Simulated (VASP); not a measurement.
# CoSi2 (I4/mmm) in VASP: further runs

CoSi2 is run at these levels: PBEsol; tasks: single point.

Everything below comes from runs of VASP 6.6.1. Logs are shortened: lines on timing, memory, paths and dates and some standing lists are left out, and cuts for length are marked.

**1. The cell of the first run**

It takes space group I4/mmm (No. 139, tetragonal). The conventional cell has a = 3.715 Å, b = 3.715 Å, c = 5.472 Å, α = 90.00°, β = 90.00°, γ = 90.00°. Co (site symmetry 4/mmm) has 8 Si at 2.31 Å within 3.0 Å. Si (site symmetry -4m2) has 4 Co at 2.31 Å and 6 Si at 2.63 to 2.74 Å within 3.0 Å.

**2. Single point, PBEsol (uniaxial strain along c: +3.0 %, then relaxed in part)**

INCAR reads:

```
ALGO     = Normal         # electronic algorithm
EDIFF    = 1E-6           # SCF threshold, eV
ENCUT    = 520            # plane-wave cutoff, eV
GGA      = PS             # functional
ISIF     = 2              # what is computed and relaxed
ISMEAR   = 0              # smearing method
LASPH    = T              # aspherical terms in the spheres
LCHARG   = F              # write CHGCAR
LREAL    = F              # projectors in reciprocal space
LWAVE    = F              # write WAVECAR
NBANDS   = 26             # bands
NELM     = 60             # most SCF steps
PREC     = Accurate       # precision mode
SIGMA    = 0.1            # smearing width, eV
```

KPOINTS reads:

```
k-points
0
Gamma
  10 10 8
```

POSCAR reads:

```
CoSi2
1.0
    2.6268953862      2.6268953862      0.0000000000
   -2.6268953862      2.6268953862      0.0000000000
    0.0000000000      0.0000000000      5.4718831702
Co Si
2 4
Direct
    0.0000000000      0.0000000000      0.0000000000
    0.5000000000      0.5000000000      0.5000000000
    0.0000000000      0.5000000000      0.7500000000
    0.5000000000      0.0000000000      0.7500000000
    0.5000000000      0.0000000000      0.2500000000
    0.0000000000      0.5000000000      0.2500000000
```

Potentials or basis: VASP PAW PBE potentials, release 64 (Co, Si).

Launch:

```
> cat potpaw_PBE.64/Co/POTCAR potpaw_PBE.64/Si/POTCAR > POTCAR
> mpirun -np 1 vasp_std > vasp.out
```

OUTCAR:

```text
EDIFF = 1E-6
   ENCUT = 520
   GGA = PS
   ISIF = 2
   ISMEAR = 0
   LASPH = T
   LREAL = F
   NELM = 60
   PREC = Accurate

 ion  position               nearest neighbor table
   1  0.000  0.000  0.000-   3 2.31   4 2.31   5 2.31   6 2.31   3 2.31   6 2.31   4 2.31   5 2.31

   2  0.500  0.500  0.500-   3 2.31   4 2.31   5 2.31   6 2.31   4 2.31   5 2.31   3 2.31   6 2.31

   3  0.000  0.500  0.750-   1 2.31   2 2.31   1 2.31   2 2.31   4 2.63   4 2.63   4 2.63   4 2.63
                             6 2.74   6 2.74
   4  0.500  0.000  0.750-   1 2.31   2 2.31   2 2.31   1 2.31   3 2.63   3 2.63   3 2.63   3 2.63
                             5 2.74   5 2.74
   5  0.500  0.000  0.250-   1 2.31   2 2.31   2 2.31   1 2.31   6 2.63   6 2.63   6 2.63   6 2.63
                             4 2.74   4 2.74
   6  0.000  0.500  0.250-   1 2.31   2 2.31   1 2.31   2 2.31   5 2.63   5 2.63   5 2.63   5 2.63
                             3 2.74   3 2.74

  LATTYP: Found a simple tetragonal cell.
 ALAT       =     3.7149910821
 C/A-ratio  =     1.4729195977

  Lattice vectors:

 A1 = (   2.6268953862,   2.6268953862,   0.0000000000)
 A2 = (  -2.6268953862,   2.6268953862,   0.0000000000)
 A3 = (   0.0000000000,   0.0000000000,   5.4718831702)

Analysis of symmetry for initial positions (statically):
=====================================================================
 Subroutine PRICEL returns following result:

  LATTYP: Found a body centered tetragonal cell.
 ALAT       =     3.7149910821
 C/A-ratio  =     1.4729195977

  Lattice vectors:

 A1 = (   2.6268953862,   0.0000000000,  -2.7359415851)
 A2 = (  -2.6268953862,   0.0000000000,  -2.7359415851)
 A3 = (   0.0000000000,   2.6268953862,   2.7359415851)

   2 primitive cells build up your supercell.

 Routine SETGRP: Setting up the symmetry group for a
 simple tetragonal supercell.

 Subroutine GETGRP returns: Found 16 space group operations
 (whereof 16 operations were pure point group operations)
 out of a pool of 16 trial point group operations.

The static configuration has the point symmetry D_4h.

Analysis of symmetry for dynamics (positions and initial velocities):
=====================================================================
 Subroutine PRICEL returns following result:

  LATTYP: Found a body centered tetragonal cell.
 ALAT       =     3.7149910821
 C/A-ratio  =     1.4729195977

  Lattice vectors:

 A1 = (   2.6268953862,   0.0000000000,  -2.7359415851)
 A2 = (  -2.6268953862,   0.0000000000,  -2.7359415851)
 A3 = (   0.0000000000,   2.6268953862,   2.7359415851)

   2 primitive cells build up your supercell.

 Routine SETGRP: Setting up the symmetry group for a
 simple tetragonal supercell.

 Subroutine GETGRP returns: Found 16 space group operations
 (whereof 16 operations were pure point group operations)
 out of a pool of 16 trial point group operations.

The dynamic configuration has the point symmetry D_4h.

 Subroutine INISYM returns: Found 16 space group operations
 (whereof 16 operations are pure point group operations),
 and found     2 'primitive' translations

----------------------------------------------------------------------------------------

                                     Primitive cell

  volume of cell :      37.7592

  direct lattice vectors                    reciprocal lattice vectors
     2.626895386  0.000000000 -2.735941585     0.190338756  0.190338756 -0.182752440
    -2.626895386  0.000000000 -2.735941585    -0.190338756  0.190338756 -0.182752440
     0.000000000  2.626895386  2.735941585     0.000000000  0.380677512  0.000000000

  length of vectors
     3.792882245  3.792882245  3.792882245     0.325355403  0.325355403  0.380677512

  position of ions in fractional coordinates (direct lattice)
     0.000000000  0.000000000  0.000000000
     0.250000000  0.750000000  0.500000000
     0.750000000  0.250000000  0.500000000

  ion indices of the primitive-cell ions
   primitive index   ion index
                 1           1
                 2           3
                 3           4

----------------------------------------------------------------------------------------

 KPOINTS: k-points

Automatic generation of k-mesh.
 Grid dimensions read from file:
 generate k-points for:   10   10    8

 Generating k-lattice:

  Cartesian coordinates                     Fractional coordinates (reciprocal lattice)
     0.019033876  0.019033876  0.000000000     0.100000000  0.000000000  0.000000000
    -0.019033876  0.019033876  0.000000000     0.000000000  0.100000000  0.000000000
     0.000000000  0.000000000  0.022844055     0.000000000  0.000000000  0.125000000

  Length of vectors
     0.026917965  0.026917965  0.022844055

  Shift w.r.t. Gamma in fractional coordinates (k-lattice)
     0.000000000  0.000000000  0.000000000

 Subroutine IBZKPT returns following result:
 ===========================================

 Found    105 irreducible k-points:

 Following reciprocal coordinates:
            Coordinates               Weight
  0.000000  0.000000  0.000000      1.000000
  0.100000  0.000000  0.000000      4.000000
  0.200000  0.000000  0.000000      4.000000
  0.300000  0.000000  0.000000      4.000000
  0.400000  0.000000  0.000000      4.000000
  0.500000  0.000000  0.000000      2.000000
[... 16 lines left out ...]
  0.100000  0.000000  0.125000      8.000000
  0.200000  0.000000  0.125000      8.000000
 [... further k-points ...]
   k-points           NKPTS =    105   k-points in BZ     NKDIM =    105   number of bands    NBANDS=     26
   number of dos      NEDOS =    301   number of ions     NIONS =      6
   total plane-waves  NPLWV =  32928
   dimension x,y,z NGX =    28 NGY =   28 NGZ =   42
   dimension x,y,z NGXF=    56 NGYF=   56 NGZF=   84
   ions per type =               2   4
   NGX,Y,Z   is equivalent  to a cutoff of  12.53, 12.53, 12.76 a.u.
   NGXF,Y,Z  is equivalent  to a cutoff of  25.06, 25.06, 25.52 a.u.
 SYSTEM =  unknown system
   PREC   = accura    normal or accurate (medium, high low for compatibility)
   ISTART =      0    job   : 0-new  1-cont  2-samecut
   ICHARG =      2    charge: 1-file 2-atom 10-const
   ISPIN  =      1    spin polarized calculation?
   LNONCOLLINEAR =      F non collinear calculations
   LSORBIT =      F    spin-orbit coupling
   LASPH  =      T    aspherical Exc in radial PAW
   ENCUT  =  520.0 eV  38.22 Ry    6.18 a.u.   6.91  6.91 10.17*2*pi/ulx,y,z
   NELM   =     60;   NELMIN=  2; NELMDL= -5     # of ELM steps
   EDIFF  = 0.1E-05   stopping-criterion for ELM
   LREAL  =      F    real-space projection
   EDIFFG = 0.1E-04   stopping-criterion for IOM
   NSW    =      0    number of steps for IOM
   IBRION =     -1    ionic relax: 0-MD 1-quasi-New 2-CG
   NFREE  =      0    steps in history (QN), initial steepest desc. (CG)
   ISIF   =      2    stress and relaxation
   ISYM   =      2    0-nonsym 1-usesym 2-fastsym
   POTIM  = 0.5000    time-step for ionic-motion
   TEBEG  =    0.0;   TEEND  =   0.0 temperature during run
   PSTRESS=    0.0 pullay stress
   NELECT =      34.0000    total number of electrons
   NUPDOWN=      -1.0000    fix difference up-down
   EMIN   =  10.00;   EMAX   =-10.00  energy-range for DOS
   EFERMI =   0.00;   METHOD = LEGACY
   ISMEAR =     0;   SIGMA  =   0.10  broadening in eV -4-tet -1-fermi 0-gaus
   EFERMI_NEDOS =   21; number of points for ismear=-14 and -15
   IALGO  =     38    algorithm
   IMIX   =      4    mixing-type and parameters
     AMIX     =   0.40;   BMIX     =  1.00
     AMIX_MAG =   1.60;   BMIX_MAG =  1.00
  volume/ion in A,a.u.               =      12.59        84.94
  Fermi-wavevector in a.u.,A,eV,Ry     =   1.254730  2.371096 21.420303  1.574348
  Thomas-Fermi vector in A             =   2.388521
   LORBIT       =      0    0 simple, 1 ext, 2 COOP (PROOUT), +10 PAW based schemes
   GGA     = PS    functional components
   LHFCALC =     F    Hartree Fock is set to
   AEXX    =    0.0000 exact exchange contribution
   IVDW    =     0    specifies the selected vdW correction
   LEPSILON=     F    determine dielectric tensor
   LRPA    =     F    only Hartree local field effects (RPA)
 non-spin polarized calculation
 Gauss-broadening in eV      SIGMA  =   0.10
  energy-cutoff  :      520.00
  volume of cell :       75.52
 maximum number of plane-waves:      2060
 NGX is ok and might be reduce to    28
   NGX = 13   NGY = 13   NGZ = 21

 number of electron      33.9999990 magnetization

 Free energy of the ion-electron system (eV)
  ---------------------------------------------------
  ext. energy  EPLUGINS =         0.00000000
  ---------------------------------------------------
  free energy    TOTEN  =       -41.94606206 eV

  energy without entropy =      -41.93733015  energy(sigma->0) =      -41.94169611

 E-fermi :  10.2241     XC(G=0): -11.9344

 val. band max:       10.2213285448   @ k =   0.2000   0.1000   0.1250
 cond. band min:      10.2440374279   @ k =   0.3000   0.3000   0.3750
 fundamental gap:      0.0227088830
 Fermi energy:        10.2241423841

 k-point     1 :       0.0000    0.0000    0.0000
  band No.  band energies     occupation
      1      -3.0312      2.00000
      2       0.7292      2.00000
      3       2.9019      2.00000
      4       4.0951      2.00000
      5       6.0119      2.00000
      6       6.0119      2.00000
[... 18 lines left out ...]
     25      15.0523      0.00000
     26      16.4487      0.00000

 k-point     2 :       0.1000    0.0000    0.0000
  band No.  band energies     occupation
      1      -2.9254      2.00000
      2       0.8123      2.00000
      3       3.0023      2.00000
      4       3.7765      2.00000
      5       5.7668      2.00000
      6       6.0672      2.00000
[... 18 lines left out ...]
     25      15.2700      0.00000
[... 608 lines left out ...]
     25      15.7441      0.00000
     26      15.8784      0.00000

 k-point    24 :       0.2000    0.0000    0.1250
  band No.  band energies     occupation
      1      -2.5352      2.00000
      2       0.6568      2.00000
      3       2.9393      2.00000
      4       3.7998      2.00000
      5       4.9748      2.00000
      6       6.2297      2.00000
[... 18 lines left out ...]
     25      15.6859      0.00000
     26      16.2677      0.00000

 [... further k-points ...]

------------------------ aborting loop because EDIFF is reached ----------------------------------------

  FORCE on cell =-STRESS in cart. coord.  units (eV):
  Direction    XX          YY          ZZ          XY          YZ          ZX
  --------------------------------------------------------------------------------------
  -------------------------------------------------------------------------------------
  Total        0.0708686      0.0708686     -1.8243810      0.0000000      0.0000000      0.0000000
  in kB        1.5035301      1.5035301    -38.7055949      0.0000000      0.0000000      0.0000000
  external PRESSURE =     -11.8995115 kB  Pullay stress =       0.0000000 kB

 VOLUME and BASIS-vectors are now :
 -----------------------------------------------------------------------------
  energy-cutoff  :      520.00
  volume of cell :       75.52
      direct lattice vectors                 reciprocal lattice vectors
     2.626895386  2.626895386  0.000000000     0.190338756  0.190338756  0.000000000
    -2.626895386  2.626895386  0.000000000    -0.190338756  0.190338756  0.000000000
     0.000000000  0.000000000  5.471883170     0.000000000  0.000000000  0.182752440

 POSITION                                       TOTAL-FORCE (eV/Angst)
 -----------------------------------------------------------------------------------
      0.00000      0.00000      0.00000         0.000000      0.000000      0.000000
      0.00000      2.62690      2.73594        -0.000000     -0.000000     -0.000000
     -1.31345      1.31345      4.10391         0.000000     -0.000000     -0.000000
      1.31345      1.31345      4.10391         0.000000     -0.000000      0.000000
      1.31345      1.31345      1.36797         0.000000     -0.000000     -0.000000
     -1.31345      1.31345      1.36797         0.000000     -0.000000      0.000000
 -----------------------------------------------------------------------------------
    total drift:                               -0.000000      0.000000      0.000000

  FREE ENERGIE OF THE ION-ELECTRON SYSTEM (eV)
  ---------------------------------------------------
  free  energy   TOTEN  =       -41.9460620601 eV

  energy  without entropy=      -41.9373301505  energy(sigma->0) =      -41.94169611
```

Run time: 2 min. Hardware: 1 thread of AMD EPYC 9R45 (Zen 5), shared host; peak memory 0.26 GiB.

Results:

| Quantity | Value |
| --- | --- |
| Free energy | -41.9461 eV |
| Pressure | -1.2 GPa |
| Band gap on the k mesh | zero (bands 17 and 18 overlap by 3.34 eV) |

Levels at points of the mesh, in eV from the Fermi level:
| k point | band 15 | band 16 | band 17 | band 18 | band 19 | band 20 |
| --- | --- | --- | --- | --- | --- | --- |
| (0.00, 0.00, 0.00) | -1.33 | 0.98 | 1.85 | 3.01 | 3.12 | 3.32 |
| (0.50, 0.00, 0.00) | -1.25 | -1.25 | 0.42 | 0.42 | 2.77 | 2.77 |
| (0.50, 0.50, 0.00) | -1.88 | -1.88 | -1.36 | -1.36 | 1.56 | 1.56 |
| (0.00, 0.00, 0.50) | -0.29 | -0.29 | -0.29 | -0.29 | 1.65 | 1.65 |
| (0.50, 0.00, 0.50) | -0.64 | -0.64 | -0.32 | -0.32 | 2.75 | 2.75 |
| (0.50, 0.50, 0.50) | -1.42 | -1.42 | -0.77 | -0.77 | 3.54 | 3.54 |

Caveat: the cell differs from its parent crystal (uniaxial strain along c: +3.0 %, then relaxed in part); the PAW data sets were made with another functional, which shifts forces and pressure a little; the run has no spin polarisation, though such a crystal can be magnetic.

**3. Single point, PBEsol (uniaxial strain along c: +4.5 %, then relaxed in part)**

INCAR reads:

```
SYSTEM = CoSi2
ALGO = Normal ; EDIFF = 1E-7
ENCUT = 520 ; GGA = PS
ISIF = 2 ; ISMEAR = 0
LASPH = .TRUE. ; LCHARG = .FALSE.
LREAL = .FALSE. ; LWAVE = .FALSE.
NBANDS = 26 ; NELM = 100
PREC = Accurate ; SIGMA = 0.1
```

KPOINTS reads:

```
k-points
0
G
  10 10 8
  0 0 0
```

POSCAR, as its differences from that of step 2:

```diff
@@ -2,5 +2,5 @@
 1.0
-    2.6268953862      2.6268953862      0.0000000000
-   -2.6268953862      2.6268953862      0.0000000000
-    0.0000000000      0.0000000000      5.4718831702
+    2.6129358189      2.6129358189      0.0000000000
+   -2.6129358189      2.6129358189      0.0000000000
+    0.0000000000      0.0000000000      5.5515707892
 Co Si
```

Potentials or basis: VASP PAW PBE potentials, release 64 (Co, Si).

Launch:

```
> cat potpaw_PBE.64/Co/POTCAR potpaw_PBE.64/Si/POTCAR > POTCAR
> mpirun -np 1 vasp_std > vasp.out
```

Wall time 2 min (1 thread of AMD EPYC 9R45 (Zen 5), shared host); peak memory 0.26 GiB.

The run converged. Its results:

* Free energy: -41.9128 eV
* Pressure: -1.8 GPa
* Band gap on the k mesh: zero (bands 17 and 18 overlap by 3.38 eV)

Stress tensor (GPa, compression positive):
```
 0.13  0.00  0.00
 0.00  0.13  0.00
 0.00  0.00 -5.64
```

Levels at points of the mesh, in eV from the Fermi level:
| k point | band 14 | band 15 | band 16 | band 17 | band 18 | band 19 | band 20 | band 21 |
| --- | --- | --- | --- | --- | --- | --- | --- | --- |
| (0.00, 0.00, 0.00) | -1.79 | -1.30 | 0.96 | 1.93 | 2.94 | 3.07 | 3.22 | 3.22 |
| (0.50, 0.00, 0.00) | -1.51 | -1.30 | -1.30 | 0.48 | 0.48 | 2.88 | 2.88 | 3.98 |
| (0.50, 0.50, 0.00) | -1.91 | -1.80 | -1.80 | -1.33 | -1.33 | 1.49 | 1.49 | 2.81 |
| (0.00, 0.00, 0.50) | -0.70 | -0.27 | -0.27 | -0.27 | -0.27 | 1.69 | 1.69 | 3.22 |
| (0.50, 0.00, 0.50) | -1.60 | -0.73 | -0.73 | -0.24 | -0.24 | 2.79 | 2.79 | 3.24 |
| (0.50, 0.50, 0.50) | -1.80 | -1.37 | -1.37 | -0.80 | -0.80 | 3.44 | 3.44 | 3.44 |

Caveat: the cell differs from its parent crystal (uniaxial strain along c: +4.5 %, then relaxed in part); the stress differs along the axes, from -6 to 0 GPa; the PAW data sets were made with another functional, which shifts forces and pressure a little; the run has no spin polarisation, though such a crystal can be magnetic. Spin polarisation is off, so any magnetic state and its effect on volume and gap are missing.

**4. Single point, PBEsol (uniaxial strain along c: +3.0 %)**

INCAR reads:

```
SYSTEM = CoSi2
PREC = Accurate ; ENCUT = 520
EDIFF = 1E-7 ; ISMEAR = 0
SIGMA = 0.1 ; LREAL = .False.
LASPH = .True. ; NELM = 100
ALGO = Normal ; ISIF = 2
LWAVE = .False. ; LCHARG = .False.
GGA = PS ; NBANDS = 26
```

KPOINTS reads:

```
regular mesh
0
Gamma
  10 10 8
  0 0 0
```

POSCAR, as its differences from that of step 3:

```diff
@@ -2,5 +2,5 @@
 1.0
-    2.6129358189      2.6129358189      0.0000000000
-   -2.6129358189      2.6129358189      0.0000000000
-    0.0000000000      0.0000000000      5.5515707892
+    2.6363320614      2.6363320614      0.0000000000
+   -2.6363320614      2.6363320614      0.0000000000
+    0.0000000000      0.0000000000      5.4718831702
 Co Si
```

Launch:

```
> cat potpaw_PBE.64/Co/POTCAR potpaw_PBE.64/Si/POTCAR > POTCAR
> mpirun -np 1 vasp_std > vasp.out
```

Run time: 2 min. Hardware: 1 thread of AMD EPYC 9R45 (Zen 5), shared host; peak memory 0.26 GiB.

It converged, with:

| Quantity | Value |
| --- | --- |
| Free energy | -41.9440 eV |
| Pressure | -2.5 GPa |
| Band gap on the k mesh | zero (bands 17 and 18 overlap by 3.28 eV) |

Stress tensor (GPa, compression positive):
```
-1.34  0.00  0.00
 0.00 -1.34  0.00
 0.00  0.00 -4.94
```

Levels at points of the mesh, in eV from the Fermi level:
```
           k point  band 14  band 15  band 16  band 17  band 18  band 19  band 20  band 21
(0.00, 0.00, 0.00)    -1.84    -1.32     0.90     1.80     3.00     3.14     3.30     3.30
(0.50, 0.00, 0.00)    -1.53    -1.22    -1.22     0.41     0.41     2.73     2.73     4.07
(0.50, 0.50, 0.00)    -1.91    -1.87    -1.87    -1.35    -1.35     1.54     1.54     2.83
(0.00, 0.00, 0.50)    -0.52    -0.29    -0.29    -0.29    -0.29     1.59     1.59     3.22
(0.50, 0.00, 0.50)    -1.62    -0.62    -0.62    -0.33    -0.33     2.72     2.72     3.35
(0.50, 0.50, 0.50)    -1.87    -1.41    -1.41    -0.75    -0.75     3.52     3.52     3.52
```

Caveat: the cell differs from its parent crystal (uniaxial strain along c: +3.0 %); the PAW data sets were made with another functional, which shifts forces and pressure a little; the run has no spin polarisation, though such a crystal can be magnetic. Spin polarisation is off, so any magnetic state and its effect on volume and gap are missing.

(Continued in part 2 of 2.)

The gap in the log of VASP goes by the Fermi energy; the results here count the filled bands.